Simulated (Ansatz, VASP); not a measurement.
**TiO2, level by level in two programs**

```
Ti O
1.0
    -1.89210    1.89210    4.75730
     1.89210   -1.89210    4.75730
     1.89210    1.89210   -4.75730
Ti O
2 4
Direct
  0.75000 0.25000 0.50000
  0.00000 0.00000 0.00000
  0.79190 0.79190 0.00000
  0.54190 0.04190 0.50000
  0.95810 0.45810 0.50000
  0.20810 0.20810 0.00000
```

Single points on this cell with VASP 6.6.1 and Ansatz 0.2.0. Each row is one pair of runs. Alike in all rows: spin: off; k mesh: 10 × 10 × 10; smearing: fermi-dirac, width 0.05 eV.

| level | VASP's potentials, cutoff | Ansatz's potentials, cutoff | gap on the k mesh at the Fermi level (eV), VASP | gap on the k mesh at the Fermi level (eV), Ansatz | least direct gap on the mesh (eV), VASP | least direct gap on the mesh (eV), Ansatz |
| --- | --- | --- | --- | --- | --- | --- |
| PBE exchange alone | VASP PAW PBE potentials, release 64 (Ti_sv, O), 520 eV | Ansatz PAW, 420 eV | 2.16 | 2.18 | 2.49 | 2.51 |
| LDA | VASP PAW LDA potentials, release 64 (Ti_sv, O), 520 eV | PseudoDojo standard (LDA files), 1143 eV | 2.00 | 2.06 | 2.34 | 2.40 |
| r2SCAN+rVV10 | VASP PAW PBE potentials, release 64 (Ti_sv, O), 520 eV | Ansatz PAW, 500 eV | 2.53 | 2.51 | 2.88 | 2.86 |

Gap on the k mesh at the fermi level (eV): the two programs differ by at most 0.052; least direct gap on the mesh (eV): the two programs differ by at most 0.057.
